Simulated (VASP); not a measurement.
Wanted: the native input for a VASP 6.6.1 run.

```yaml
Task: single point
Functional: LDA
Potentials_or_basis: VASP PAW LDA potentials, release 64 (Al, O)
Cutoff: 520 eV
k_mesh: 9 × 9 × 4
Occupations: gaussian, width 0.05 eV
Spin: no spin polarisation
Dipole_correction: no
Further_INCAR_settings: ALGO = Normal; EDIFF = 1e-06; NBANDS = 20
```

The structure of Al2O3 lies in POSCAR:

```
Al2O3
1.0
    2.9996979462      0.0000000000      0.0000000000
   -1.4998489731      2.5978146251      0.0000000000
    0.0000000000      0.0000000000      9.3367544600
Al O
2 3
Direct
    0.0000000000      0.0000000000      0.1499923300
    0.0000000000      0.0000000000      0.8500076700
    0.3333333333      0.6666666667      0.2223169200
    0.6666666667      0.3333333333      0.0000000000
    0.3333333333      0.6666666667      0.7776830800
```

This cell differs from its parent crystal: strain +0.040 along x and y, +0.000 along z.

One way to write it, as run:

INCAR

```
  ALGO = Normal
  EDIFF = 1E-6
  ENCUT = 520
  GGA = CA
  ISIF = 2
  ISMEAR = 0
  LASPH = T
  LCHARG = F
  LREAL = F
  LWAVE = F
  NBANDS = 20
  NELM = 100
  PREC = Accurate
  SIGMA = 0.05
```

KPOINTS

```
k-points
0
Gamma
  9 9 4
```

Potentials or basis: VASP PAW LDA potentials, release 64 (Al, O).

Run with:

```console
$ cat potpaw_LDA.64/Al/POTCAR potpaw_LDA.64/O/POTCAR > POTCAR
$ mpirun -np 1 vasp_std > vasp.out
```

Results of the run:

```
Pressure               : -16.5 GPa
Largest force          : 1.171 eV/Å
Band gap on the k mesh : 3.73 eV (least direct gap 3.94 eV)
```

Caveat: the cell differs from its parent crystal (strain +0.040 along x and y, +0.000 along z); the cell stands under tension; an odd mesh through Γ misses points on the zone boundary, where band edges can lie; forces of over 1 eV/Å act on the atoms, so gaps and moduli don't describe the material at rest.

It took 82 s on 1 thread of AMD EPYC 7R13 (shared host), peak memory 0.15 GiB.
